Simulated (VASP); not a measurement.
A run of VASP 6.6.1 is set up as follows.

The input INCAR:

```
  PREC = Accurate
  ENCUT = 520
  EDIFF = 1E-6
  ISMEAR = 0
  SIGMA = 0.02
  LREAL = F
  LASPH = T
  NELM = 80
  ALGO = Normal
  ISIF = 2
  LWAVE = F
  LCHARG = T
  LDIPOL = T
  IDIPOL = 3
  DIPOL = 0.5 0.5 0.302
  GGA = PE
  LELF = T
  LVHAR = T
  LVACPOTAV = T
  NBANDS = 16
```

Contents of KPOINTS:

```
Automatic mesh
0
Gamma
  6 8 1
```

Contents of POSCAR:

```
ZnS
1.0
    4.9784965627      0.0000000000      0.0000000000
    0.0000000000      3.9995748568      0.0000000000
    0.0000000000      0.0000000000     26.5046502400
Zn S
1 1
Direct
    0.0000000000      0.5000000000      0.2878697554
    0.0000000000      0.0000000000      0.3157978974
```

Potentials or basis: VASP PAW PBE potentials, release 64 (Zn, S).

Command:

```console
$ cat potpaw_PBE.64/Zn/POTCAR potpaw_PBE.64/S/POTCAR > POTCAR
$ mpirun -np 1 vasp_std > vasp.out
```

(1) Predict the largest force.

(2) Predict the band gap on the k mesh.

Answers

(1) 0.017 eV/Å.

(2) 2.12 eV, indirect (least direct gap 2.53 eV).
